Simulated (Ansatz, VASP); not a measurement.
# Ge2Sb3Se in VASP and in Ansatz

```
Ge Sb Se
1.0
    -2.84587    2.84587    5.31984
     2.84587   -2.84587    5.31984
     2.84587    2.84587   -5.31984
Ge Sb Se
2 3 1
Direct
  0.73636 0.73636 0.00000
  0.26364 0.26364 0.00000
  0.75000 0.25000 0.50000
  0.25000 0.75000 0.50000
  0.00000 0.00000 0.00000
  0.50000 0.50000 0.00000
```

Alike in both runs: functional PBE; k mesh 4 × 4 × 4; occupations gaussian, width 0.1 eV; no spin polarisation.

Ansatz relaxed the structure, and its values are those at the end. VASP's run is a single point on that final structure, the one shown.

```csv
,VASP,Ansatz
version,VASP 6.6.1,Ansatz 0.2.0
potentials or method,"VASP PAW PBE potentials, release 64 (Ge_d, Sb, Se), cutoff 520 eV","scalar-relativistic, plane waves, PAW"
valence electrons in the cell,49,89
```

|  | VASP | Ansatz | Ansatz less VASP |
| --- | --- | --- | --- |
| gap on the k mesh at the Fermi level (eV) | none | none | - |
| pressure (GPa) | -0.1 | 0.0 | +0.05 |

A gap of «none» marks a metal or a gap that the smearing closes. With one functional, cell and mesh, what is left measures potentials, basis and numerics. VASP's potentials hold 49 valence electrons a cell and Ansatz's 89, so a difference there can come from the potentials and not from the codes.

The k mesh is coarse, so the values compare programs but aren't converged. Neither program's run includes spin-orbit coupling.
